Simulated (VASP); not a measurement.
# Y (P6_3/mmc) in VASP: further runs

Y is run at these levels: RPBE; tasks: single point.

All numbers are computed with VASP 6.6.1; they aren't measurements. Logs are shortened: lines on timing, memory, paths and dates and some standing lists are left out, and cuts for length are marked.

## (1) The cell of the first run

Symmetry: P6_3/mmc, No. 194, hexagonal system. Conventional cell: a = 3.752 Å, b = 3.752 Å, c = 12.040 Å, α = 90.00°, β = 90.00°, γ = 120.00°. Within 4.9 Å of Y (site symmetry -3m) lie 12 Y at 3.71 to 3.75 Å. Y (site symmetry -6m2) has 12 Y at 3.71 to 3.75 Å within 4.9 Å.

## (2) Single point, RPBE (volume scaled by 1.08)

Contents of INCAR:

```
  PREC = Accurate
  ENCUT = 520
  EDIFF = 1E-6
  ISMEAR = -1
  SIGMA = 0.1
  LREAL = F
  LASPH = T
  NELM = 60
  ALGO = Normal
  ISIF = 2
  LWAVE = F
  LCHARG = T
  GGA = RP
  LELF = T
  LVHAR = T
  NBANDS = 30
```

Contents of KPOINTS:

```
Automatic mesh
0
Gamma
  11 11 3
```

Contents of POSCAR:

```
Y
1.0
    3.7522451169      0.0000000000      0.0000000000
   -1.8761225585      3.2495395925      0.0000000000
    0.0000000000      0.0000000000     12.0400801213
Y
4
Direct
    1.0000000000      0.0000000000      1.0000000000
    0.0000000000      0.0000000000      0.5000000000
    0.3333333333      0.6666666667      0.2500000000
    0.6666666667      0.3333333333      0.7500000000
```

Potentials or basis: VASP PAW PBE potentials, release 64 (Y_sv).

Launch:

```console
cat potpaw_PBE.64/Y_sv/POTCAR > POTCAR
mpirun -np 1 vasp_std > vasp.out
```

OUTCAR:

```text
PREC = Accurate
   ENCUT = 520
   EDIFF = 1E-6
   ISMEAR = -1
   LREAL = F
   LASPH = T
   NELM = 60
   ISIF = 2
   GGA = RP

 ion  position               nearest neighbor table
   1  0.000  0.000  0.000-   3 3.71   4 3.71   4 3.71   3 3.71   4 3.71   3 3.71
   2  0.000  0.000  0.500-   3 3.71   4 3.71   4 3.71   3 3.71   4 3.71   3 3.71
   3  0.333  0.667  0.250-   1 3.71   2 3.71   1 3.71   2 3.71   1 3.71   2 3.71
   4  0.667  0.333  0.750-   1 3.71   2 3.71   1 3.71   2 3.71   1 3.71   2 3.71

  LATTYP: Found a hexagonal cell.
 ALAT       =     3.7522451169
 C/A-ratio  =     3.2087669505

  Lattice vectors:

 A1 = (   3.7522451169,   0.0000000000,   0.0000000000)
 A2 = (  -1.8761225585,   3.2495395925,   0.0000000000)
 A3 = (   0.0000000000,   0.0000000000,  12.0400801213)

Analysis of symmetry for initial positions (statically):
=====================================================================
 Subroutine PRICEL returns:
 Original cell was already a primitive cell.

 Routine SETGRP: Setting up the symmetry group for a
 hexagonal supercell.

 Subroutine GETGRP returns: Found 24 space group operations
 (whereof 12 operations were pure point group operations)
 out of a pool of 24 trial point group operations.

The static configuration has the point symmetry D_3d.
 The point group associated with its full space group is D_6h.

Analysis of symmetry for dynamics (positions and initial velocities):
=====================================================================
 Subroutine PRICEL returns:
 Original cell was already a primitive cell.

 Routine SETGRP: Setting up the symmetry group for a
 hexagonal supercell.

 Subroutine GETGRP returns: Found 24 space group operations
 (whereof 12 operations were pure point group operations)
 out of a pool of 24 trial point group operations.

The dynamic configuration has the point symmetry D_3d.
 The point group associated with its full space group is D_6h.

 Subroutine INISYM returns: Found 24 space group operations
 (whereof 12 operations are pure point group operations),
 and found     1 'primitive' translations

----------------------------------------------------------------------------------------

                                     Primitive cell

  volume of cell :     146.8055

  direct lattice vectors                    reciprocal lattice vectors
     3.752245117  0.000000000  0.000000000     0.266507109  0.153867951  0.000000000
    -1.876122559  3.249539593  0.000000000     0.000000000  0.307735903  0.000000000
     0.000000000  0.000000000 12.040080121     0.000000000  0.000000000  0.083055926

  length of vectors
     3.752245117  3.752245117 12.040080121     0.307735903  0.307735903  0.083055926

  position of ions in fractional coordinates (direct lattice)
     0.000000000  0.000000000  0.000000000
     0.000000000  0.000000000  0.500000000
     0.333333333  0.666666667  0.250000000
     0.666666667  0.333333333  0.750000000

  ion indices of the primitive-cell ions
   primitive index   ion index
                 1           1
                 2           2
                 3           3
                 4           4

----------------------------------------------------------------------------------------

 KPOINTS: Automatic mesh

Automatic generation of k-mesh.
 Grid dimensions read from file:
 generate k-points for:   11   11    3

 Generating k-lattice:

  Cartesian coordinates                     Fractional coordinates (reciprocal lattice)
     0.024227919  0.013987996  0.000000000     0.090909091 -0.000000000  0.000000000
     0.000000000  0.027975991  0.000000000     0.000000000  0.090909091  0.000000000
     0.000000000  0.000000000  0.027685309     0.000000000  0.000000000  0.333333333

  Length of vectors
     0.027975991  0.027975991  0.027685309

  Shift w.r.t. Gamma in fractional coordinates (k-lattice)
     0.000000000  0.000000000  0.000000000

 Subroutine IBZKPT returns following result:
 ===========================================

 Found     32 irreducible k-points:

 Following reciprocal coordinates:
            Coordinates               Weight
  0.000000  0.000000  0.000000      1.000000
  0.090909 -0.000000  0.000000      6.000000
  0.181818  0.000000  0.000000      6.000000
  0.272727 -0.000000  0.000000      6.000000
  0.363636  0.000000  0.000000      6.000000
  0.454545 -0.000000  0.000000      6.000000
[... 16 lines left out ...]
  0.090909  0.090909  0.333333     12.000000
  0.181818  0.090909  0.333333     24.000000
 [... further k-points ...]
   k-points           NKPTS =     32   k-points in BZ     NKDIM =     32   number of bands    NBANDS=     30
   number of dos      NEDOS =    301   number of ions     NIONS =      4
   total plane-waves  NPLWV =  70560
   dimension x,y,z NGX =    28 NGY =   28 NGZ =   90
   dimension x,y,z NGXF=    56 NGYF=   56 NGZF=  180
   ions per type =               4
   NGX,Y,Z   is equivalent  to a cutoff of  12.41, 12.41, 12.43 a.u.
   NGXF,Y,Z  is equivalent  to a cutoff of  24.81, 24.81, 24.85 a.u.
 SYSTEM =  unknown system
   PREC   = accura    normal or accurate (medium, high low for compatibility)
   ISTART =      0    job   : 0-new  1-cont  2-samecut
   ICHARG =      2    charge: 1-file 2-atom 10-const
   ISPIN  =      1    spin polarized calculation?
   LNONCOLLINEAR =      F non collinear calculations
   LSORBIT =      F    spin-orbit coupling
   LASPH  =      T    aspherical Exc in radial PAW
   ENCUT  =  520.0 eV  38.22 Ry    6.18 a.u.   6.98  6.98 22.39*2*pi/ulx,y,z
   NELM   =     60;   NELMIN=  2; NELMDL= -5     # of ELM steps
   EDIFF  = 0.1E-05   stopping-criterion for ELM
   LREAL  =      F    real-space projection
   EDIFFG = 0.1E-04   stopping-criterion for IOM
   NSW    =      0    number of steps for IOM
   IBRION =     -1    ionic relax: 0-MD 1-quasi-New 2-CG
   NFREE  =      0    steps in history (QN), initial steepest desc. (CG)
   ISIF   =      2    stress and relaxation
   ISYM   =      2    0-nonsym 1-usesym 2-fastsym
   POTIM  = 0.5000    time-step for ionic-motion
   TEBEG  =    0.0;   TEEND  =   0.0 temperature during run
   PSTRESS=    0.0 pullay stress
   NELECT =      44.0000    total number of electrons
   NUPDOWN=      -1.0000    fix difference up-down
   EMIN   =  10.00;   EMAX   =-10.00  energy-range for DOS
   EFERMI =   0.00;   METHOD = LEGACY
   ISMEAR =    -1;   SIGMA  =   0.10  broadening in eV -4-tet -1-fermi 0-gaus
   EFERMI_NEDOS =   21; number of points for ismear=-14 and -15
   IALGO  =     38    algorithm
   IMIX   =      4    mixing-type and parameters
     AMIX     =   0.40;   BMIX     =  1.00
     AMIX_MAG =   1.60;   BMIX_MAG =  1.00
  volume/ion in A,a.u.               =      36.70       247.67
  Fermi-wavevector in a.u.,A,eV,Ry     =   1.095582  2.070350 16.331074  1.200300
  Thomas-Fermi vector in A             =   2.231908
   LORBIT       =      0    0 simple, 1 ext, 2 COOP (PROOUT), +10 PAW based schemes
   GGA     = RP    functional components
   LHFCALC =     F    Hartree Fock is set to
   AEXX    =    0.0000 exact exchange contribution
   IVDW    =     0    specifies the selected vdW correction
   LEPSILON=     F    determine dielectric tensor
   LRPA    =     F    only Hartree local field effects (RPA)
 non-spin polarized calculation
  energy-cutoff  :      520.00
  volume of cell :      146.81
 maximum number of plane-waves:      3969
 NGX is ok and might be reduce to    28
   NGX = 13   NGY = 13   NGZ = 45

 number of electron      44.0000002 magnetization

 Free energy of the ion-electron system (eV)
  ---------------------------------------------------
  ext. energy  EPLUGINS =         0.00000000
  ---------------------------------------------------
  free energy    TOTEN  =       -24.41457424 eV

  energy without entropy =      -24.15289004  energy(sigma->0) =      -24.28373214

 E-fermi :   2.6056     XC(G=0):  -8.9166

 val. band max:        2.5931781484   @ k =   0.3636   0.0909   0.3333
 cond. band min:       2.6075139831   @ k =   0.1818   0.1818   0.3333
 fundamental gap:      0.0143358347
 Fermi energy:         2.6055544524

 k-point     1 :       0.0000    0.0000    0.0000
  band No.  band energies     occupation
      1     -40.4305      2.00000
      2     -40.4147      2.00000
      3     -40.4047      2.00000
      4     -40.3889      2.00000
      5     -20.5726      2.00000
      6     -20.3941      2.00000
[... 22 lines left out ...]
     29       4.5134      0.00000
     30       4.5144      0.00000

 k-point     2 :       0.0909   -0.0000    0.0000
  band No.  band energies     occupation
      1     -40.4279      2.00000
      2     -40.4129      2.00000
      3     -40.4029      2.00000
      4     -40.3878      2.00000
      5     -20.5629      2.00000
      6     -20.3974      2.00000
[... 22 lines left out ...]
     29       4.5582      0.00000
     30       4.6452      0.00000

 k-point     3 :       0.1818    0.0000    0.0000
  band No.  band energies     occupation
      1     -40.4210      2.00000
      2     -40.4080      2.00000
      3     -40.3980      2.00000
      4     -40.3849      2.00000
      5     -20.5355      2.00000
      6     -20.4133      2.00000
[... 22 lines left out ...]
     29       4.6023      0.00000
     30       4.8115      0.00000

 k-point     4 :       0.2727   -0.0000    0.0000
  band No.  band energies     occupation
      1     -40.4116      2.00000
      2     -40.4016      2.00000
      3     -40.3916      2.00000
      4     -40.3816      2.00000
      5     -20.4999      2.00000
      6     -20.4528      2.00000
[... 616 lines left out ...]
     29       4.2328      0.00000
     30       4.6033      0.00000

 k-point    23 :       0.0909    0.0909    0.3333
  band No.  band energies     occupation
      1     -40.4209      2.00000
      2     -40.4148      2.00000
      3     -40.3942      2.00000
      4     -40.3881      2.00000
      5     -20.5250      2.00000
      6     -20.4722      2.00000
[... 22 lines left out ...]
     29       4.5466      0.00000
     30       4.5724      0.00000

 k-point    24 :       0.1818    0.0909    0.3333
  band No.  band energies     occupation
      1     -40.4131      2.00000
      2     -40.4081      2.00000
      3     -40.3897      2.00000
      4     -40.3846      2.00000
      5     -20.5009      2.00000
      6     -20.4725      2.00000
[... 22 lines left out ...]
     29       4.6201      0.00000
     30       4.7991      0.00000

 [... further k-points ...]

------------------------ aborting loop because EDIFF is reached ----------------------------------------

  FORCE on cell =-STRESS in cart. coord.  units (eV):
  Direction    XX          YY          ZZ          XY          YZ          ZX
  --------------------------------------------------------------------------------------
  -------------------------------------------------------------------------------------
  Total       -2.2954209     -2.2954209     -2.3775095      0.0000000      0.0000000     -0.0000000
  in kB      -25.0513133    -25.0513133    -25.9471957      0.0000000      0.0000000     -0.0000000
  external PRESSURE =     -25.3499408 kB  Pullay stress =       0.0000000 kB

 VOLUME and BASIS-vectors are now :
 -----------------------------------------------------------------------------
  energy-cutoff  :      520.00
  volume of cell :      146.81
      direct lattice vectors                 reciprocal lattice vectors
     3.752245117  0.000000000  0.000000000     0.266507109  0.153867951  0.000000000
    -1.876122559  3.249539593  0.000000000     0.000000000  0.307735903  0.000000000
     0.000000000  0.000000000 12.040080121     0.000000000  0.000000000  0.083055926

 POSITION                                       TOTAL-FORCE (eV/Angst)
 -----------------------------------------------------------------------------------
      0.00000      0.00000      0.00000        -0.000000      0.000000      0.000000
      0.00000      0.00000      6.02004        -0.000000      0.000000      0.000000
     -0.00000      2.16636      3.01002         0.000000      0.000000     -0.000000
      1.87612      1.08318      9.03006        -0.000000     -0.000000     -0.000000
 -----------------------------------------------------------------------------------
    total drift:                                0.000000     -0.000000      0.000000

  FREE ENERGIE OF THE ION-ELECTRON SYSTEM (eV)
  ---------------------------------------------------
  free  energy   TOTEN  =       -24.4145742385 eV

  energy  without entropy=      -24.1528900418  energy(sigma->0) =      -24.28373214
```

Run time: 3.7 min. Hardware: 1 thread of Oxide Virtual Turin-like, shared host; peak memory 0.27 GiB.

Results:

```
Free energy            : -24.4146 eV
Pressure               : -2.5 GPa
Band gap on the k mesh : zero (band 22 reaches 3.37 eV, above the bottom of band 23 at 2.34 eV)
```

Stress tensor (GPa, compression positive):
```
-2.51  0.00  0.00
 0.00 -2.51  0.00
 0.00  0.00 -2.59
```

Caveat: the PAW data sets were made with another functional, which shifts forces and pressure a little.

## (3) Single point, RPBE (volume scaled by 1.12)

Contents of INCAR:

```
SYSTEM = Y
PREC = Accurate ; ENCUT = 520
EDIFF = 1E-7 ; ISMEAR = -1
SIGMA = 0.1 ; LREAL = .FALSE.
LASPH = .TRUE. ; NELM = 60
ALGO = Normal ; ISIF = 2
LWAVE = .FALSE. ; LCHARG = .FALSE.
GGA = RP ; NBANDS = 30
```

Contents of KPOINTS:

```
Automatic mesh
0
G
  11 11 3
  0 0 0
```

Contents of POSCAR:

```
Y
1.0
    3.7980087139      0.0000000000      0.0000000000
   -1.8990043570      3.2891720301      0.0000000000
    0.0000000000      0.0000000000     12.1869248389
Y
4
Direct
    1.0000000000      0.0000000000      1.0000000000
    0.0000000000      0.0000000000      0.5000000000
    0.3333333333      0.6666666667      0.2500000000
    0.6666666667      0.3333333333      0.7500000000
```

Potentials or basis: VASP PAW PBE potentials, release 64 (Y_sv).

Launch:

```console
cat potpaw_PBE.64/Y_sv/POTCAR > POTCAR
mpirun -np 1 vasp_std > vasp.out
```

OUTCAR:

```text
SYSTEM = Y
   PREC = Accurate
   ENCUT = 520
   EDIFF = 1E-7
   ISMEAR = -1
   LREAL = .FALSE.
   LASPH = .TRUE.
   NELM = 60
   ISIF = 2
   GGA = RP

 ion  position               nearest neighbor table
   1  0.000  0.000  0.000-   3 3.75   4 3.75   4 3.75   3 3.75   4 3.75   3 3.75
   2  0.000  0.000  0.500-   3 3.75   4 3.75   4 3.75   3 3.75   4 3.75   3 3.75
   3  0.333  0.667  0.250-   1 3.75   2 3.75   1 3.75   2 3.75   1 3.75   2 3.75
   4  0.667  0.333  0.750-   1 3.75   2 3.75   1 3.75   2 3.75   1 3.75   2 3.75

  LATTYP: Found a hexagonal cell.
 ALAT       =     3.7980087139
 C/A-ratio  =     3.2087669505

  Lattice vectors:

 A1 = (   3.7980087139,   0.0000000000,   0.0000000000)
 A2 = (  -1.8990043570,   3.2891720301,   0.0000000000)
 A3 = (   0.0000000000,   0.0000000000,  12.1869248389)

Analysis of symmetry for initial positions (statically):
=====================================================================
 Subroutine PRICEL returns:
 Original cell was already a primitive cell.

 Routine SETGRP: Setting up the symmetry group for a
 hexagonal supercell.

[... 165 lines left out ...]
  ext. energy  EPLUGINS =         0.00000000
  ---------------------------------------------------
  free energy    TOTEN  =       -24.31237100 eV

  energy without entropy =      -24.03864865  energy(sigma->0) =      -24.17550982

 E-fermi :   2.4428     XC(G=0):  -8.7846

 val. band max:        2.4284063633   @ k =   0.3636   0.1818   0.3333
 cond. band min:       2.4452232254   @ k =   0.2727  -0.0000   0.3333
 fundamental gap:      0.0168168621
 Fermi energy:         2.4427726475

 k-point     1 :       0.0000    0.0000    0.0000
  band No.  band energies     occupation
      1     -40.6976      2.00000
      2     -40.6848      2.00000
      3     -40.6750      2.00000
      4     -40.6621      2.00000
      5     -20.8069      2.00000
      6     -20.6508      2.00000
[... 781 lines left out ...]
     29       4.4005      0.00000
     30       4.5722      0.00000

 [... further k-points ...]
[... 5 lines left out ...]
  --------------------------------------------------------------------------------------
  -------------------------------------------------------------------------------------
  Total       -3.2740484     -3.2740484     -3.3770333      0.0000000      0.0000000      0.0000000
  in kB      -34.4555356    -34.4555356    -35.5393308      0.0000000      0.0000000      0.0000000
  external PRESSURE =     -34.8168006 kB  Pullay stress =       0.0000000 kB

 VOLUME and BASIS-vectors are now :
 -----------------------------------------------------------------------------
  energy-cutoff  :      520.00
  volume of cell :      152.24
      direct lattice vectors                 reciprocal lattice vectors
     3.798008714  0.000000000  0.000000000     0.263295868  0.152013940  0.000000000
    -1.899004357  3.289172030  0.000000000     0.000000000  0.304027880  0.000000000
     0.000000000  0.000000000 12.186924839     0.000000000  0.000000000  0.082055154

 POSITION                                       TOTAL-FORCE (eV/Angst)
 -----------------------------------------------------------------------------------
      0.00000      0.00000      0.00000         0.000000      0.000000     -0.000000
      0.00000      0.00000      6.09346         0.000000      0.000000     -0.000000
     -0.00000      2.19278      3.04673        -0.000000      0.000000      0.000000
      1.89900      1.09639      9.14019         0.000000     -0.000000     -0.000000
 -----------------------------------------------------------------------------------
    total drift:                                0.000000     -0.000000      0.000000

  FREE ENERGIE OF THE ION-ELECTRON SYSTEM (eV)
  ---------------------------------------------------
  free  energy   TOTEN  =       -24.3123709970 eV

  energy  without entropy=      -24.0386486478  energy(sigma->0) =      -24.17550982
```

Run time: 4.5 min. Hardware: 1 thread of Oxide Virtual Turin-like, shared host; peak memory 0.28 GiB.

What came out:

| Item | Value |
| --- | --- |
| Free energy | -24.3124 eV |
| Pressure | -3.5 GPa |
| Band gap on the k mesh | zero (band 22 reaches 3.19 eV, above the bottom of band 23 at 2.20 eV) |

Stress tensor (GPa, compression positive):
```
-3.45  0.00  0.00
 0.00 -3.45  0.00
 0.00  0.00 -3.55
```

Caveat: the PAW data sets were made with another functional, which shifts forces and pressure a little.
